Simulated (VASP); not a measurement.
Input of a VASP 6.6.1 run:

Contents of INCAR:

```
PREC     = Accurate       # precision mode
ENCUT    = 520            # plane-wave cutoff, eV
EDIFF    = 1E-6           # SCF threshold, eV
ISMEAR   = 0              # smearing method
SIGMA    = 0.1            # smearing width, eV
LREAL    = F              # projectors in reciprocal space
LASPH    = T              # aspherical terms in the spheres
NELM     = 60             # most SCF steps
ALGO     = Fast           # electronic algorithm
ISIF     = 2              # what is computed and relaxed
LWAVE    = F              # write WAVECAR
LCHARG   = T              # write CHGCAR
GGA      = PE             # functional
LELF     = T              # ELF
LVHAR    = T            
NBANDS   = 28             # bands
```

Contents of KPOINTS:

```
regular mesh
0
Gamma
  12 12 4
```

Contents of POSCAR:

```
Be5Te
1.0
    3.9296811472      0.0000000000      0.0000000000
   -1.9648405736      3.4032037022      0.0000000000
    0.0000000000      0.0000000000     10.8111876711
Be Te
10 2
Direct
    0.0000000000      0.0000000000      0.0000000000
    0.0035901543      0.6704353453      0.8362260186
    0.6668451910      0.9964098457      0.8362260186
    0.6666666667      0.3333333333      0.0001970413
    0.3333333333      0.6666666667      0.9998029587
    0.3295646547      0.3331548090      0.8362260186
    0.9964098457      0.6668451910      0.1637739814
    0.3331548090      0.3295646547      0.1637739814
    0.6704353453      0.0035901543      0.1637739814
    0.0000000000      0.0000000000      0.5000000000
    0.6666666667      0.3333333333      0.6300392143
    0.3333333333      0.6666666667      0.3699607857
```

Potentials or basis: VASP PAW PBE potentials, release 64 (Be, Te).

Launch:

```sh
$ cat potpaw_PBE.64/Be/POTCAR potpaw_PBE.64/Te/POTCAR > POTCAR
$ mpirun -np 1 vasp_std > vasp.out
```

(1) What does it give for the band gap on the k mesh?

(2) What does it give for the pressure?

(3) Estimate the largest force.

Answers

(1) zero (band 16 reaches 7.69 eV, above the bottom of band 17 at 5.80 eV).

(2) 0.1 GPa.

(3) 0.005 eV/Å.

Caveat: spin-orbit coupling is left out, which moves the levels of the heavy elements.
